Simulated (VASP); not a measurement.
C:

```
C
1.0
     4.11033    0.00000    0.00000
    -2.05517    3.55965    0.00000
     0.00000    0.00000    4.40648
C
12
Direct
  0.08184 0.72240 0.93715
  0.27760 0.35944 0.60382
  0.64056 0.91816 0.27048
  0.91816 0.27760 0.43715
  0.72240 0.64056 0.10382
  0.35944 0.08184 0.77048
  0.08184 0.35944 0.89618
  0.64056 0.72240 0.56285
  0.27760 0.91816 0.22952
  0.91816 0.64056 0.39618
  0.35944 0.27760 0.06285
  0.72240 0.08184 0.72952
```

The cell was built from a structure type or drawn by symmetry, and may not be a known phase.

| Item | Value |
| --- | --- |
| Program | VASP 6.6.1 |
| Task | relaxation of cell and atoms |
| Functional | PBE |
| Potentials or basis | VASP PAW PBE potentials, release 64 (C) |
| Cutoff | 600 eV |
| k mesh | 6 × 6 × 4 |
| Occupations | gaussian, width 0.1 eV |
| Spin | no spin polarisation |

At the start: pressure 50.7 GPa; volume 5.37 Å³/atom.

Question: Where does the relaxation end?

Answer: Over 11 steps the energy falls by 214.2 meV/atom and the volume is 6.23 Å³/atom (+15.9 %); space group P6_522 (No. 179, to 0.1 Å) before and after.

Step by step:
```
step  energy change (eV)  largest force (eV/Å)  pressure (GPa)  volume (Å³)
   1              0.0000                1.0541           50.73        64.47
   2             -1.0676                2.4035          -31.58        81.52
   3             -1.8443                1.7157           -6.88        74.05
   4             -2.1545                2.0607           -0.57        76.44
   5             -2.4341                0.4704           -4.07        75.52
   6             -2.5256                0.3604            2.03        74.62
   7             -2.5612                0.1795           -0.29        74.94
   8             -2.5701                0.0505           -0.58        74.84
   9             -2.5705                0.0475           -0.64        74.81
  10             -2.5698                0.0928            0.77        74.57
  11             -2.5709                0.0066           -0.11        74.72
```

Final structure:
```
C
1.0
     4.15785    0.00000    0.00000
    -2.07892    3.60080    0.00000
     0.00000    0.00000    4.99080
C
12
Direct
  0.08386 0.71853 0.95230
  0.28147 0.36533 0.61897
  0.63467 0.91614 0.28564
  0.91614 0.28147 0.45230
  0.71853 0.63467 0.11897
  0.36533 0.08386 0.78564
  0.08386 0.36533 0.88103
  0.63467 0.71853 0.54770
  0.28147 0.91614 0.21436
  0.91614 0.63467 0.38103
  0.36533 0.28147 0.04770
  0.71853 0.08386 0.71436
```

Caveat: the volume moved by over 15 % at a fixed basis, so the end points are rough.
